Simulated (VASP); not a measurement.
Input of a VASP 6.6.1 run:

INCAR

```
PREC = Accurate ; ENCUT = 520
EDIFF = 1E-6 ; ISMEAR = -1
SIGMA = 0.05 ; LREAL = False
LASPH = True ; NELM = 80
ALGO = Normal ; ISIF = 2
LWAVE = False ; LCHARG = False
GGA = PE ; NBANDS = 15
```

KPOINTS

```
regular mesh
0
Gamma
  8 8 8
```

Contents of POSCAR:

```
TaN
1.0
    0.0000000000      2.2997759200      2.2113230000
    2.2997759200      0.0000000000      2.2113230000
    2.2997759200      2.2997759200      0.0000000000
Ta N
1 1
Direct
    0.5000000000      0.5000000000      0.5000000000
    0.0000000000      0.0000000000      0.0000000000
```

Potentials or basis: VASP PAW PBE potentials, release 64 (Ta_pv, N).

Run with:

```sh
$ cat potpaw_PBE.64/Ta_pv/POTCAR potpaw_PBE.64/N/POTCAR > POTCAR
$ mpirun -np 1 vasp_std > vasp.out
```

**Question.** Estimate the pressure.

**Answer.** -20.8 GPa.

**Question.** Estimate the band gap on the k mesh.

**Answer.** Zero (band 8 reaches 9.95 eV, above the bottom of band 9 at 6.51 eV).

Stress tensor (GPa, compression positive):
```
-25.00   0.00   0.00
  0.00 -25.00   0.00
  0.00   0.00 -12.52
```

Caveat: spin-orbit coupling is left out, which moves the levels of the heavy elements.
